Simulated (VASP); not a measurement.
# BiS4 (Pm-3m) in VASP: notebook, part 2 of 3

VASP 6.6.1.

## Step 3: Single point, PBE

This run uses another cell than the first one, of 27.85 Å³/atom.

Input file INCAR:

```
PREC     = Accurate       # precision mode
ENCUT    = 520            # plane-wave cutoff, eV
EDIFF    = 1E-6           # SCF threshold, eV
ISMEAR   = 0              # smearing method
SIGMA    = 0.1            # smearing width, eV
LREAL    = F              # projectors in reciprocal space
LASPH    = T              # aspherical terms in the spheres
NELM     = 60             # most SCF steps
ALGO     = Normal         # electronic algorithm
ISIF     = 2              # what is computed and relaxed
LWAVE    = F              # write WAVECAR
LCHARG   = F              # write CHGCAR
GGA      = PE             # functional
NBANDS   = 28             # bands
```

Input file KPOINTS:

```
regular mesh
0
Gamma
  4 4 4
```

Input file POSCAR:

```
BiS4
1.0
    5.1830884075      0.0000000000      0.0000000000
    0.0000000000      5.1830884075      0.0000000000
    0.0000000000      0.0000000000      5.1830884075
Bi S
1 4
Direct
    0.5000000000      0.5000000000      0.5000000000
    0.0000000000      0.5000000000      0.5000000000
    0.5000000000      0.5000000000      0.0000000000
    0.5000000000      0.0000000000      0.5000000000
    0.0000000000      0.0000000000      0.0000000000
```

Potentials or basis: VASP PAW PBE potentials, release 64 (Bi_d, S).

Command:

```bash
$ cat potpaw_PBE.64/Bi_d/POTCAR potpaw_PBE.64/S/POTCAR > POTCAR
$ mpirun -np 1 vasp_std > vasp.out
```

OUTCAR:

```text
PREC = Accurate
   ENCUT = 520
   EDIFF = 1E-6
   ISMEAR = 0
   LREAL = F
   LASPH = T
   NELM = 60
   ISIF = 2
   GGA = PE

 ion  position               nearest neighbor table
   1  0.500  0.500  0.500-   2 2.59   3 2.59   4 2.59   3 2.59   4 2.59   2 2.59
   2  0.000  0.500  0.500-   1 2.59   1 2.59
   3  0.500  0.500  0.000-   1 2.59   1 2.59
   4  0.500  0.000  0.500-   1 2.59   1 2.59
   5  0.000  0.000  0.000-

  LATTYP: Found a simple cubic cell.
 ALAT       =     5.1830884075

  Lattice vectors:

 A1 = (   5.1830884075,   0.0000000000,   0.0000000000)
 A2 = (   0.0000000000,   5.1830884075,   0.0000000000)
 A3 = (   0.0000000000,   0.0000000000,   5.1830884075)

Analysis of symmetry for initial positions (statically):
=====================================================================
 Subroutine PRICEL returns:
 Original cell was already a primitive cell.

 Routine SETGRP: Setting up the symmetry group for a
 simple cubic supercell.

 Subroutine GETGRP returns: Found 48 space group operations
[... 156 lines left out ...]

 E-fermi :   2.1813     XC(G=0):  -8.7433

 val. band max:        2.1561754314   @ k =   0.2500   0.0000   0.0000
 cond. band min:       2.2499968465   @ k =   0.5000   0.5000   0.0000
 fundamental gap:      0.0938214151
 Fermi energy:         2.1812846028

 k-point     1 :       0.0000    0.0000    0.0000
  band No.  band energies     occupation
      1     -20.7822      2.00000
      2     -20.7822      2.00000
      3     -20.6541      2.00000
      4     -20.6541      2.00000
      5     -20.6541      2.00000
      6     -11.8915      2.00000
[... 299 lines left out ...]
     27      10.3256      0.00000
     28      10.3256      0.00000

------------------------ aborting loop because EDIFF is reached ----------------------------------------

  FORCE on cell =-STRESS in cart. coord.  units (eV):
  Direction    XX          YY          ZZ          XY          YZ          ZX
  --------------------------------------------------------------------------------------
  -------------------------------------------------------------------------------------
  Total        0.1171539      0.1171539      0.1171539     -0.0000000     -0.0000000      0.0000000
  in kB        1.3480361      1.3480361      1.3480361     -0.0000000     -0.0000000      0.0000000
  external PRESSURE =       1.3480361 kB  Pullay stress =       0.0000000 kB

 VOLUME and BASIS-vectors are now :
 -----------------------------------------------------------------------------
  energy-cutoff  :      520.00
  volume of cell :      139.24
      direct lattice vectors                 reciprocal lattice vectors
     5.183088407  0.000000000  0.000000000     0.192935162  0.000000000  0.000000000
     0.000000000  5.183088407  0.000000000     0.000000000  0.192935162  0.000000000
     0.000000000  0.000000000  5.183088407     0.000000000  0.000000000  0.192935162

 POSITION                                       TOTAL-FORCE (eV/Angst)
 -----------------------------------------------------------------------------------
      2.59154      2.59154      2.59154         0.000000      0.000000      0.000000
      0.00000      2.59154      2.59154         0.000000      0.000000      0.000000
      2.59154      2.59154      0.00000         0.000000      0.000000      0.000000
      2.59154      0.00000      2.59154         0.000000      0.000000      0.000000
      0.00000      0.00000      0.00000         0.000000      0.000000      0.000000
 -----------------------------------------------------------------------------------
    total drift:                               -0.000000      0.000000     -0.000000

  FREE ENERGIE OF THE ION-ELECTRON SYSTEM (eV)
  ---------------------------------------------------
  free  energy   TOTEN  =       -14.6352844334 eV

  energy  without entropy=      -14.5963476196  energy(sigma->0) =      -14.61581603
```

OSZICAR:

```text
N       E                     dE             d eps       ncg     rms          rms(c)
DAV:   1     0.319061914221E+03    0.31906E+03   -0.17190E+04   560   0.128E+03
DAV:   2     0.163534008831E+02   -0.30271E+03   -0.29357E+03   664   0.312E+02
DAV:   3    -0.143072137948E+02   -0.30661E+02   -0.29936E+02   672   0.109E+02
DAV:   4    -0.153912031007E+02   -0.10840E+01   -0.10786E+01   708   0.234E+01
DAV:   5    -0.154285108584E+02   -0.37308E-01   -0.37301E-01   852   0.412E+00    0.812E+00
DAV:   6    -0.157805498643E+02   -0.35204E+00   -0.14148E+01   796   0.990E+00    0.810E+00
DAV:   7    -0.146824949767E+02    0.10981E+01   -0.40491E+00   748   0.465E+00    0.453E+00
DAV:   8    -0.146353503116E+02    0.47145E-01   -0.29229E-01   732   0.274E+00    0.158E+00
DAV:   9    -0.146352248872E+02    0.12542E-03   -0.33051E-02   696   0.116E+00    0.257E-01
DAV:  10    -0.146350873974E+02    0.13749E-03   -0.30664E-03   828   0.311E-01    0.112E-01
DAV:  11    -0.146353140737E+02   -0.22668E-03   -0.63726E-04   672   0.139E-01    0.465E-02
DAV:  12    -0.146352811590E+02    0.32915E-04   -0.10916E-04   776   0.406E-02    0.152E-02
DAV:  13    -0.146352840878E+02   -0.29289E-05   -0.32066E-05   700   0.387E-02    0.702E-03
DAV:  14    -0.146352844334E+02   -0.34552E-06   -0.22923E-06   496   0.107E-02
   1 F= -.14635284E+02 E0= -.14615816E+02  d E =-.389368E-01
```

It took 35 s on 1 thread of Intel Xeon Platinum 8259CL at 2.50GHz (Skylake/Cascade Lake), shared host; peak memory 0.24 GiB.

What came out:

```yaml
Free_energy: -14.6353 eV
Pressure: 0.1 GPa
Band_gap_on_the_k_mesh: zero (an odd number of electrons rules out a gap without spin polarisation)
```

Levels at points of the mesh, in eV from the Fermi level:
```tsv
k point	band 15	band 16	band 17	band 18	band 19	band 20	band 21	band 22	band 23	band 24
(0.00, 0.00, 0.00)	-1.34	-1.34	-0.55	-0.55	-0.55	0.47	0.47	0.47	6.44	6.44
(0.50, 0.00, 0.00)	-1.55	-0.83	-0.80	-0.56	-0.56	0.09	0.09	0.27	3.29	6.99
(0.50, 0.50, 0.00)	-1.06	-0.98	-0.98	-0.69	0.07	0.07	0.34	1.27	2.70	2.70
(0.50, 0.50, 0.50)	-1.05	0.33	0.33	0.33	0.36	0.36	0.36	1.83	1.83	1.83
```

Caveat: spin-orbit coupling is left out, which moves the levels of the heavy elements.

## Step 4: Single point, PBE

This run uses another cell than the first one, of 28.27 Å³/atom.

Input file INCAR:

```
ALGO     = Normal         # electronic algorithm
EDIFF    = 1E-7           # SCF threshold, eV
ENCUT    = 520            # plane-wave cutoff, eV
GGA      = PE             # functional
ISIF     = 2              # what is computed and relaxed
ISMEAR   = 0              # smearing method
LASPH    = True           # aspherical terms in the spheres
LCHARG   = True           # write CHGCAR
LELF     = True           # ELF
LREAL    = False          # projectors in reciprocal space
LVHAR    = True         
LWAVE    = False          # write WAVECAR
NBANDS   = 28             # bands
NELM     = 60             # most SCF steps
PREC     = Accurate       # precision mode
SIGMA    = 0.1            # smearing width, eV
```

Input file KPOINTS:

```
k-points
0
Gamma
  8 8 8
```

Changes to POSCAR since step 3:

```diff
@@ -2,5 +2,5 @@
 1.0
-    5.1830884075      0.0000000000      0.0000000000
-    0.0000000000      5.1830884075      0.0000000000
-    0.0000000000      0.0000000000      5.1830884075
+    5.2092113353      0.0000000000      0.0000000000
+    0.0000000000      5.2092113353      0.0000000000
+    0.0000000000      0.0000000000      5.2092113353
 Bi S
```

Command:

```bash
$ cat potpaw_PBE.64/Bi_d/POTCAR potpaw_PBE.64/S/POTCAR > POTCAR
$ mpirun -np 1 vasp_std > vasp.out
```

Wall time 2 min (1 thread of Intel Xeon Platinum 8259CL at 2.50GHz (Skylake/Cascade Lake), shared host); peak memory 0.3 GiB.

It converged, with:

* Free energy: -14.6260 eV
* Pressure: -0.1 GPa
* Band gap on the k mesh: zero (an odd number of electrons rules out a gap without spin polarisation)

Levels at points of the mesh, in eV from the Fermi level:
| k point | band 18 | band 19 | band 20 | band 21 | band 22 | band 23 |
| --- | --- | --- | --- | --- | --- | --- |
| (0.00, 0.00, 0.00) | -0.62 | -0.62 | 0.40 | 0.40 | 0.40 | 6.42 |
| (0.50, 0.00, 0.00) | -0.63 | -0.63 | 0.03 | 0.03 | 0.19 | 3.22 |
| (0.50, 0.50, 0.00) | -0.72 | 0.02 | 0.02 | 0.25 | 1.16 | 2.64 |
| (0.50, 0.50, 0.50) | 0.26 | 0.26 | 0.26 | 0.26 | 1.79 | 1.79 |

Caveat: spin-orbit coupling is left out, which moves the levels of the heavy elements.

## Step 5: Relaxation of cell and atoms, PBE

Input file INCAR:

```
PREC     = Accurate       # precision mode
ENCUT    = 600            # plane-wave cutoff, eV
EDIFF    = 1E-6           # SCF threshold, eV
ISMEAR   = 0              # smearing method
SIGMA    = 0.1            # smearing width, eV
LREAL    = F              # projectors in reciprocal space
LASPH    = T              # aspherical terms in the spheres
NELM     = 60             # most SCF steps
ALGO     = Normal         # electronic algorithm
ISIF     = 3              # what is computed and relaxed
LWAVE    = F              # write WAVECAR
LCHARG   = F              # write CHGCAR
GGA      = PE             # functional
IBRION   = 2              # ionic algorithm
NSW      = 90             # ionic steps
EDIFFG   = -0.04          # ionic threshold
```

Input file KPOINTS:

```
Automatic mesh
0
Gamma
  4 4 4
```

Changes to POSCAR since step 4:

```diff
@@ -2,5 +2,5 @@
 1.0
-    5.2092113353      0.0000000000      0.0000000000
-    0.0000000000      5.2092113353      0.0000000000
-    0.0000000000      0.0000000000      5.2092113353
+    4.8186908200      0.0000000000      0.0000000000
+    0.0000000000      4.8186908200      0.0000000000
+    0.0000000000      0.0000000000      4.8186908200
 Bi S
```

Potentials or basis: VASP PAW PBE potentials, release 64 (Bi_d, S).

Command:

```bash
$ cat potpaw_PBE.64/Bi_d/POTCAR potpaw_PBE.64/S/POTCAR > POTCAR
$ mpirun -np 1 vasp_std > vasp.out
```

OUTCAR:

```text
PREC = Accurate
   ENCUT = 600
   EDIFF = 1E-6
   ISMEAR = 0
   LREAL = F
   LASPH = T
   NELM = 60
   ISIF = 3
   GGA = PE
   IBRION = 2
   NSW = 90
   EDIFFG = -0.04

 ion  position               nearest neighbor table
   1  0.500  0.500  0.500-   2 2.41   3 2.41   4 2.41   3 2.41   4 2.41   2 2.41
   2  0.000  0.500  0.500-   1 2.41   1 2.41
   3  0.500  0.500  0.000-   1 2.41   1 2.41
   4  0.500  0.000  0.500-   1 2.41   1 2.41
   5  0.000  0.000  0.000-

  LATTYP: Found a simple cubic cell.
 ALAT       =     4.8186908200

  Lattice vectors:

 A1 = (   4.8186908200,   0.0000000000,   0.0000000000)
 A2 = (   0.0000000000,   4.8186908200,   0.0000000000)
 A3 = (   0.0000000000,   0.0000000000,   4.8186908200)

Analysis of symmetry for initial positions (statically):
=====================================================================
 Subroutine PRICEL returns:
 Original cell was already a primitive cell.

 Routine SETGRP: Setting up the symmetry group for a
 simple cubic supercell.

 Subroutine GETGRP returns: Found 48 space group operations
 (whereof 48 operations were pure point group operations)
 out of a pool of 48 trial point group operations.

The static configuration has the point symmetry O_h .

[... 133 lines left out ...]
   LRPA    =     F    only Hartree local field effects (RPA)
 conjugate gradient relaxation of ions
 non-spin polarized calculation
 Gauss-broadening in eV      SIGMA  =   0.10
  energy-cutoff  :      600.00
  volume of cell :      111.89
 maximum number of plane-waves:      3771
 NGX is ok and might be reduce to    40
   NGX = 19   NGY = 19   NGZ = 19

--------------------------------------- Ionic step        1  -------------------------------------------

 number of electron      39.0000001 magnetization

 Free energy of the ion-electron system (eV)
  ---------------------------------------------------
  ext. energy  EPLUGINS =         0.00000000
  ---------------------------------------------------
  free energy    TOTEN  =       -13.53113623 eV

  energy without entropy =      -13.50057629  energy(sigma->0) =      -13.51585626

 E-fermi :   4.4070     XC(G=0):  -9.7353

 val. band max:        4.3891616015   @ k =   0.2500   0.0000   0.0000
 cond. band min:       4.4892046176   @ k =   0.2500   0.2500   0.0000
 fundamental gap:      0.1000430161
 Fermi energy:         4.4070265995

 k-point     1 :       0.0000    0.0000    0.0000
  band No.  band energies     occupation
      1     -18.8453      2.00000
      2     -18.8453      2.00000
      3     -18.5414      2.00000
      4     -18.5414      2.00000
      5     -18.5414      2.00000
      6     -11.2402      2.00000
[... 326 lines left out ...]
--------------------------------------- Ionic step        3  -------------------------------------------

 number of electron      38.9999986 magnetization

 Free energy of the ion-electron system (eV)
  ---------------------------------------------------
  ext. energy  EPLUGINS =         0.00000000
  ---------------------------------------------------
  free energy    TOTEN  =       -14.62970882 eV

  energy without entropy =      -14.59077692  energy(sigma->0) =      -14.61024287

 E-fermi :   2.1830     XC(G=0):  -8.7441

 val. band max:        2.1578926898   @ k =   0.2500   0.0000   0.0000
 cond. band min:       2.2517130093   @ k =   0.5000   0.5000   0.0000
 fundamental gap:      0.0938203196
 Fermi energy:         2.1829981344

 k-point     1 :       0.0000    0.0000    0.0000
  band No.  band energies     occupation
      1     -20.7809      2.00000
      2     -20.7809      2.00000
      3     -20.6526      2.00000
      4     -20.6526      2.00000
      5     -20.6526      2.00000
      6     -11.8910      2.00000
[... 281 lines left out ...]
  FREE ENERGIE OF THE ION-ELECTRON SYSTEM (eV)
  ---------------------------------------------------
  free  energy   TOTEN  =       -14.6297088245 eV

  energy  without entropy=      -14.5907769170  energy(sigma->0) =      -14.61024287

 reached required accuracy - stopping structural energy minimisation
```

Wall time 1.7 min (1 thread of Intel Xeon Platinum 8259CL at 2.50GHz (Skylake/Cascade Lake), shared host); peak memory 0.25 GiB.

Results:

| Quantity | Value |
| --- | --- |
| Free energy | -14.6297 eV |
| Relaxed volume | 27.84 Å³/atom |
| Relaxed cell | a = 5.183 Å, b = 5.183 Å, c = 5.183 Å, α = 90.00°, β = 90.00°, γ = 90.00° |
| Space group after relaxing (to 0.1 Å) | Pm-3m (No. 221) |
| Energy gained by relaxing | 219.7 meV/atom |
| Ionic steps | 3 |
| Pressure after relaxing | 0.1 GPa |
| Band gap on the k mesh | zero (an odd number of electrons rules out a gap without spin polarisation) |

Step by step:
```tsv
step	energy change (eV)	largest force (eV/Å)	pressure (GPa)	volume (Å³)
1	0.0000	0.0000	15.84	111.89
2	-0.9923	0.0000	-2.58	151.68
3	-1.0986	0.0000	0.14	139.21
```

Final structure:
```yaml
crystal:
  lattice:
    - [5.18277, 0.00000, 0.00000]
    - [0.00000, 5.18277, 0.00000]
    - [0.00000, 0.00000, 5.18277]
  atoms:
    - { symbol: Bi, position: [0.50000, 0.50000, 0.50000] }
    - { symbol: S, position: [0.00000, 0.50000, 0.50000] }
    - { symbol: S, position: [0.50000, 0.50000, 0.00000] }
    - { symbol: S, position: [0.50000, 0.00000, 0.50000] }
    - { symbol: S, position: [0.00000, 0.00000, 0.00000] }
```

Caveat: the volume moved by over 15 % at a fixed basis, so the end points are rough; spin-orbit coupling is left out, which moves the levels of the heavy elements.

[end of part 2 of 3]
